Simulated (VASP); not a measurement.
# BAs (I-4m2) in VASP: a series of runs

BAs is run at these levels: r2SCAN; tasks: single point.

All numbers are computed with VASP 6.6.1; they aren't measurements. Logs are shortened: lines on timing, memory, paths and dates and some standing lists are left out, and cuts for length are marked.

## Step 1: The cell of the first run

Symmetry: I-4m2, No. 119, tetragonal system. The conventional cell has a = 3.378 Å, b = 3.378 Å, c = 4.586 Å, α = 90.00°, β = 90.00°, γ = 90.00°. B (site symmetry -4m2) has 4 As at 2.04 Å within 2.7 Å. Within 2.7 Å of As (site symmetry -4m2) lie 4 B at 2.04 Å.

## Step 2: Single point, r2SCAN (strain +0.000 along x and y, -0.040 along z)

File POSCAR:

```
BAs
1.0
    0.0000000000      2.3885000000      2.2929600000
    2.3885000000      0.0000000000      2.2929600000
    2.3885000000      2.3885000000      0.0000000000
B As
1 1
Direct
    0.0000000000      0.0000000000      0.0000000000
    0.7500000000      0.7500000000      0.7500000000
```

File INCAR.step1:

```
SYSTEM = BAs
ALGO     = Normal         ! electronic algorithm
EDIFF    = 1E-4           ! SCF threshold, eV
ENCUT    = 520            ! plane-wave cutoff, eV
GGA      = PE             ! functional
ISMEAR   = 0              ! smearing method
LASPH    = .True.         ! aspherical terms in the spheres
LCHARG   = .False.        ! write CHGCAR
LREAL    = .False.        ! projectors in reciprocal space
LWAVE    = .True.         ! write WAVECAR
NBANDS   = 11             ! bands
NELM     = 80             ! most SCF steps
PREC     = Accurate       ! precision mode
SIGMA    = 0.05           ! smearing width, eV
```

File INCAR.step2:

```
SYSTEM = BAs
ALGO     = Normal         ! electronic algorithm
EDIFF    = 1E-6           ! SCF threshold, eV
ENCUT    = 520            ! plane-wave cutoff, eV
ISIF     = 2              ! what is computed and relaxed
ISMEAR   = 0              ! smearing method
ISTART   = 1            
LASPH    = .True.         ! aspherical terms in the spheres
LCHARG   = .False.        ! write CHGCAR
LMIXTAU  = .True.       
LREAL    = .False.        ! projectors in reciprocal space
LWAVE    = .False.        ! write WAVECAR
METAGGA  = R2SCAN         ! meta-GGA
NBANDS   = 11             ! bands
NELM     = 80             ! most SCF steps
PREC     = Accurate       ! precision mode
SIGMA    = 0.05           ! smearing width, eV
```

File KPOINTS:

```
k-points
0
Gamma
  10 10 10
  0 0 0
```

Potentials or basis: VASP PAW PBE potentials, release 64 (B, As).

Started as:

```sh
$ cat potpaw_PBE.64/B/POTCAR potpaw_PBE.64/As/POTCAR > POTCAR
$ cp INCAR.step1 INCAR
$ mpirun -np 1 vasp_std > vasp.out
$ cp INCAR.step2 INCAR
$ mpirun -np 1 vasp_std > vasp.out
```

OUTCAR:

```text
SYSTEM = BAs
   EDIFF = 1E-6
   ENCUT = 520
   ISIF = 2
   ISMEAR = 0
   ISTART = 1
   LASPH = .True.
   LREAL = .False.
   METAGGA = R2SCAN
   NELM = 80
   PREC = Accurate

 ion  position               nearest neighbor table
   1  0.000  0.000  0.000-   2 2.04   2 2.04   2 2.04   2 2.04
   2  0.750  0.750  0.750-   1 2.04   1 2.04   1 2.04   1 2.04

  LATTYP: Found a body centered tetragonal cell.
 ALAT       =     3.3778490937
 C/A-ratio  =     1.3576450199

  Lattice vectors:

 A1 = (   0.0000000000,  -2.3885000000,  -2.2929600000)
 A2 = (   0.0000000000,   2.3885000000,  -2.2929600000)
 A3 = (   2.3885000000,   0.0000000000,   2.2929600000)

Analysis of symmetry for initial positions (statically):
=====================================================================
 Subroutine PRICEL returns:
 Original cell was already a primitive cell.

 Routine SETGRP: Setting up the symmetry group for a
 body centered tetragonal supercell.

 Subroutine GETGRP returns: Found  8 space group operations
 (whereof  8 operations were pure point group operations)
 out of a pool of 16 trial point group operations.

The static configuration has the point symmetry D_2d.

Analysis of symmetry for dynamics (positions and initial velocities):
=====================================================================
 Subroutine PRICEL returns:
 Original cell was already a primitive cell.

 Routine SETGRP: Setting up the symmetry group for a
 body centered tetragonal supercell.

 Subroutine GETGRP returns: Found  8 space group operations
 (whereof  8 operations were pure point group operations)
 out of a pool of 16 trial point group operations.

The dynamic configuration has the point symmetry D_2d.

 Subroutine INISYM returns: Found  8 space group operations
 (whereof  8 operations are pure point group operations),
 and found     1 'primitive' translations

----------------------------------------------------------------------------------------

                                     Primitive cell

  volume of cell :      26.1624

  direct lattice vectors                    reciprocal lattice vectors
     0.000000000  2.388500000  2.292960000    -0.209336404  0.209336404  0.218058754
     2.388500000  0.000000000  2.292960000     0.209336404 -0.209336404  0.218058754
     2.388500000  2.388500000  0.000000000     0.209336404  0.209336404 -0.218058754

  length of vectors
     3.310981397  3.310981397  3.377849094     0.367686116  0.367686116  0.367686116

  position of ions in fractional coordinates (direct lattice)
     0.000000000  0.000000000  0.000000000
     0.750000000  0.750000000  0.750000000

  ion indices of the primitive-cell ions
   primitive index   ion index
                 1           1
                 2           2

----------------------------------------------------------------------------------------

 KPOINTS: k-points

Automatic generation of k-mesh.
 Grid dimensions read from file:
 generate k-points for:   10   10   10

 Generating k-lattice:

  Cartesian coordinates                     Fractional coordinates (reciprocal lattice)
    -0.020933640  0.020933640  0.021805875     0.100000000  0.000000000  0.000000000
     0.020933640 -0.020933640  0.021805875     0.000000000  0.100000000  0.000000000
     0.020933640  0.020933640 -0.021805875    -0.000000000 -0.000000000  0.100000000

  Length of vectors
     0.036768612  0.036768612  0.036768612

  Shift w.r.t. Gamma in fractional coordinates (k-lattice)
     0.000000000  0.000000000  0.000000000

 Subroutine IBZKPT returns following result:
 ===========================================

 Found    102 irreducible k-points:

 Following reciprocal coordinates:
            Coordinates               Weight
  0.000000  0.000000  0.000000      1.000000
  0.100000 -0.000000  0.000000      8.000000
  0.200000 -0.000000  0.000000      8.000000
  0.300000  0.000000  0.000000      8.000000
  0.400000 -0.000000  0.000000      8.000000
  0.500000  0.000000  0.000000      4.000000
[... 16 lines left out ...]
  0.300000  0.300000  0.000000      2.000000
  0.400000  0.300000  0.000000      8.000000
 [... further k-points ...]
   k-points           NKPTS =    102   k-points in BZ     NKDIM =    102   number of bands    NBANDS=     11
   number of dos      NEDOS =    301   number of ions     NIONS =      2
   total plane-waves  NPLWV =  21952
   dimension x,y,z NGX =    28 NGY =   28 NGZ =   28
   dimension x,y,z NGXF=    56 NGYF=   56 NGZF=   56
   ions per type =               1   1
   NGX,Y,Z   is equivalent  to a cutoff of  14.06, 14.06, 13.78 a.u.
   NGXF,Y,Z  is equivalent  to a cutoff of  28.12, 28.12, 27.56 a.u.
 SYSTEM =  BAs
   PREC   = accura    normal or accurate (medium, high low for compatibility)
   ISTART =      1    job   : 0-new  1-cont  2-samecut
   ICHARG =      0    charge: 1-file 2-atom 10-const
   ISPIN  =      1    spin polarized calculation?
   LNONCOLLINEAR =      F non collinear calculations
   LSORBIT =      F    spin-orbit coupling
   LASPH  =      T    aspherical Exc in radial PAW
   ENCUT  =  520.0 eV  38.22 Ry    6.18 a.u.   6.16  6.16  6.28*2*pi/ulx,y,z
   NELM   =     80;   NELMIN=  2; NELMDL=  0     # of ELM steps
   EDIFF  = 0.1E-05   stopping-criterion for ELM
   LREAL  =      F    real-space projection
   EDIFFG = 0.1E-04   stopping-criterion for IOM
   NSW    =      0    number of steps for IOM
   IBRION =     -1    ionic relax: 0-MD 1-quasi-New 2-CG
   NFREE  =      0    steps in history (QN), initial steepest desc. (CG)
   ISIF   =      2    stress and relaxation
   ISYM   =      2    0-nonsym 1-usesym 2-fastsym
   POTIM  = 0.5000    time-step for ionic-motion
   TEBEG  =    0.0;   TEEND  =   0.0 temperature during run
   PSTRESS=    0.0 pullay stress
   NELECT =       8.0000    total number of electrons
   NUPDOWN=      -1.0000    fix difference up-down
   EMIN   =  10.00;   EMAX   =-10.00  energy-range for DOS
   EFERMI =   0.00;   METHOD = LEGACY
   ISMEAR =     0;   SIGMA  =   0.05  broadening in eV -4-tet -1-fermi 0-gaus
   EFERMI_NEDOS =   21; number of points for ismear=-14 and -15
   IALGO  =     38    algorithm
   IMIX   =      4    mixing-type and parameters
     AMIX     =   0.40;   BMIX     =  1.00
     AMIX_MAG =   1.60;   BMIX_MAG =  1.00
  volume/ion in A,a.u.               =      13.08        88.28
  Fermi-wavevector in a.u.,A,eV,Ry     =   1.102925  2.084225 16.550708  1.216443
  Thomas-Fermi vector in A             =   2.239375
   LORBIT       =      0    0 simple, 1 ext, 2 COOP (PROOUT), +10 PAW based schemes
   METAGGA = R2SCAN    functional components
   LHFCALC =     F    Hartree Fock is set to
   AEXX    =    0.0000 exact exchange contribution
   IVDW    =     0    specifies the selected vdW correction
   LEPSILON=     F    determine dielectric tensor
   LRPA    =     F    only Hartree local field effects (RPA)
 non-spin polarized calculation
 Gauss-broadening in eV      SIGMA  =   0.05
  energy-cutoff  :      520.00
  volume of cell :       26.16
 maximum number of plane-waves:       715
 NGX is ok and might be reduce to    28
   NGX = 13   NGY = 13   NGZ = 13

 number of electron       8.0000000 magnetization

 Free energy of the ion-electron system (eV)
  ---------------------------------------------------
  ext. energy  EPLUGINS =         0.00000000
  ---------------------------------------------------
  free energy    TOTEN  =       -22.20801406 eV

  energy without entropy =      -22.20801406  energy(sigma->0) =      -22.20801406

 E-fermi :   7.0494     XC(G=0): -11.3208

 val. band max:        6.7639922844   @ k =   0.0000   0.0000   0.0000
 cond. band min:       7.4327097431   @ k =   0.4000   0.4000   0.0000
 fundamental gap:      0.6687174587
 Fermi energy:         7.0494316073

 k-point     1 :       0.0000    0.0000    0.0000
  band No.  band energies     occupation
      1     -10.0629      2.00000
      2       6.3525      2.00000
      3       6.3525      2.00000
      4       6.7640      2.00000
      5       9.7991      0.00000
      6      10.0914      0.00000
      7      10.0914      0.00000
      8      12.1756      0.00000
      9      17.1081      0.00000
     10      19.5104      0.00000
     11      20.5707      0.00000

 k-point     2 :       0.1000   -0.0000    0.0000
  band No.  band energies     occupation
      1      -9.8838      2.00000
      2       4.9760      2.00000
      3       6.0042      2.00000
      4       6.3180      2.00000
      5      10.1309      0.00000
      6      10.5151      0.00000
      7      10.5176      0.00000
      8      12.9777      0.00000
      9      17.7884      0.00000
     10      18.5897      0.00000
     11      19.3311      0.00000

 k-point     3 :       0.2000   -0.0000    0.0000
  band No.  band energies     occupation
      1      -9.3547      2.00000
      2       2.4359      2.00000
      3       5.3357      2.00000
      4       5.7004      2.00000
      5      10.1170      0.00000
      6      11.2356      0.00000
      7      11.2590      0.00000
      8      14.6174      0.00000
      9      18.0442      0.00000
     10      18.2870      0.00000
     11      19.0311      0.00000

 k-point     4 :       0.3000    0.0000    0.0000
  band No.  band energies     occupation
      1      -8.5119      2.00000
      2      -0.0498      2.00000
      3       4.7391      2.00000
      4       5.1756      2.00000
      5       9.8648      0.00000
      6      11.5390      0.00000
      7      11.7991      0.00000
      8      15.8826      0.00000
      9      18.4930      0.00000
     10      18.8166      0.00000
     11      19.2839      0.00000
[... 239 lines left out ...]
 k-point    22 :      -0.2000    0.2000    0.0000
  band No.  band energies     occupation
      1      -8.2646      2.00000
      2       0.7167      2.00000
      3       2.2423      2.00000
      4       4.7907      2.00000
      5      10.5495      0.00000
      6      12.0587      0.00000
      7      13.3618      0.00000
      8      14.3189      0.00000
      9      16.7785      0.00000
     10      20.0005      0.00000
     11      21.9632      0.00000

 k-point    23 :       0.3000    0.3000    0.0000
  band No.  band energies     occupation
      1      -7.8573      2.00000
      2       1.2157      2.00000
      3       2.7425      2.00000
      4       2.7425      2.00000
      5       7.6825      0.00000
      6      10.4129      0.00000
      7      15.7468      0.00000
      8      15.7468      0.00000
      9      19.0232      0.00000
     10      21.9696      0.00000
     11      23.3185      0.00000

 k-point    24 :       0.4000    0.3000    0.0000
  band No.  band energies     occupation
      1      -7.0212      2.00000
      2      -0.2643      2.00000
      3       2.0271      2.00000
      4       2.3972      2.00000
      5       7.9975      0.00000
      6       9.9819      0.00000
      7      16.2456      0.00000
      8      16.3488      0.00000
      9      20.1106      0.00000
     10      23.1220      0.00000
     11      24.0470      0.00000

 [... further k-points ...]
[... 5 lines left out ...]
  --------------------------------------------------------------------------------------
  -------------------------------------------------------------------------------------
  Total        0.7108900      0.7108900      2.1590435      0.0000000      0.0000000     -0.0000000
  in kB       43.5347460     43.5347460    132.2193502      0.0000000      0.0000000     -0.0000000
  external PRESSURE =      73.0962808 kB  Pullay stress =       0.0000000 kB

 VOLUME and BASIS-vectors are now :
 -----------------------------------------------------------------------------
  energy-cutoff  :      520.00
  volume of cell :       26.16
      direct lattice vectors                 reciprocal lattice vectors
     0.000000000  2.388500000  2.292960000    -0.209336404  0.209336404  0.218058754
     2.388500000  0.000000000  2.292960000     0.209336404 -0.209336404  0.218058754
     2.388500000  2.388500000  0.000000000     0.209336404  0.209336404 -0.218058754

 POSITION                                       TOTAL-FORCE (eV/Angst)
 -----------------------------------------------------------------------------------
      0.00000      0.00000      0.00000         0.000000      0.000000      0.000000
      3.58275      3.58275      3.43944        -0.000000     -0.000000      0.000000
 -----------------------------------------------------------------------------------
    total drift:                                0.000000      0.000000      0.000000

  FREE ENERGIE OF THE ION-ELECTRON SYSTEM (eV)
  ---------------------------------------------------
  free  energy   TOTEN  =       -22.2080140623 eV

  energy  without entropy=      -22.2080140623  energy(sigma->0) =      -22.20801406
```

Wall time 62 s (1 thread of Intel Xeon 6975P-C (Granite Rapids), shared host); peak memory 0.18 GiB.

What came out:

```
Free energy            : -22.2080 eV
Pressure               : 7.3 GPa
Band gap on the k mesh : 0.67 eV, indirect (least direct gap 3.04 eV)
```

Stress tensor (GPa, compression positive):
```
 4.35  0.00  0.00
 0.00  4.35  0.00
 0.00  0.00 13.22
```

Levels at points of the mesh, in eV from the valence-band top:
| k point | band 1 | band 2 | band 3 | band 4 | band 5 | band 6 | band 7 | band 8 |
| --- | --- | --- | --- | --- | --- | --- | --- | --- |
| (0.00, 0.00, 0.00) | -16.83 | -0.41 | -0.41 | 0.00 | 3.04 | 3.33 | 3.33 | 5.41 |
| (0.50, 0.00, 0.00) | -13.64 | -9.83 | -2.54 | -2.03 | 2.84 | 4.64 | 5.13 | 9.42 |
| (0.50, 0.50, 0.00) | -11.89 | -9.34 | -5.04 | -5.04 | 0.95 | 1.01 | 12.30 | 12.30 |
| (0.50, 0.00, 0.50) | -12.26 | -9.70 | -4.66 | -4.58 | 1.46 | 1.58 | 11.89 | 12.54 |

Caveat: the cell differs from its parent crystal (strain +0.000 along x and y, -0.040 along z); the PAW data sets were made with another functional, which shifts forces and pressure a little.

(Part 1 of 2 ends here.)
